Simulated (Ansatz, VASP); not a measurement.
# One calculation of Be2SeO2, two programs

```
Be Se O
1.0
     2.73578    0.00000    0.00000
    -1.36789    2.36925    0.00000
     0.00000    0.00000   10.20942
Be Se O
2 1 2
Direct
  0.33333 0.66667 0.38855
  0.66667 0.33333 0.61145
  0.00000 0.00000 0.00000
  0.66667 0.33333 0.38269
  0.33333 0.66667 0.61731
```

Alike in both runs: functional PBE; k mesh 7 × 7 × 2; occupations gaussian, width 0.2 eV; no spin polarisation.

Ansatz relaxed the structure, and its values are those at the end. VASP's run is a single point on that final structure, the one shown.

|  | VASP | Ansatz |
| --- | --- | --- |
| version | VASP 6.6.1 | Ansatz 0.2.0 |
| potentials or method | VASP PAW PBE potentials, release 64 (Be, Se, O), cutoff 520 eV | scalar-relativistic, plane waves, PAW |
| valence electrons in the cell | 22 | 32 |

Ansatz gave:

```
gap on the k mesh at the Fermi level (eV) : none
pressure (GPa)                            : 0.3
rms of the force components (eV/Å)        : 0.013
```

**Question.** Estimate VASP's values.

**Answer.** gap on the k mesh at the Fermi level (eV): none; pressure (GPa): 0.4; rms of the force components (eV/Å): 0.014.

A gap of «none» marks a metal or a gap that the smearing closes. VASP's potentials hold 22 valence electrons a cell and Ansatz's 32, so a difference there can come from the potentials and not from the codes.

The k mesh is coarse, so the values compare programs but aren't converged.
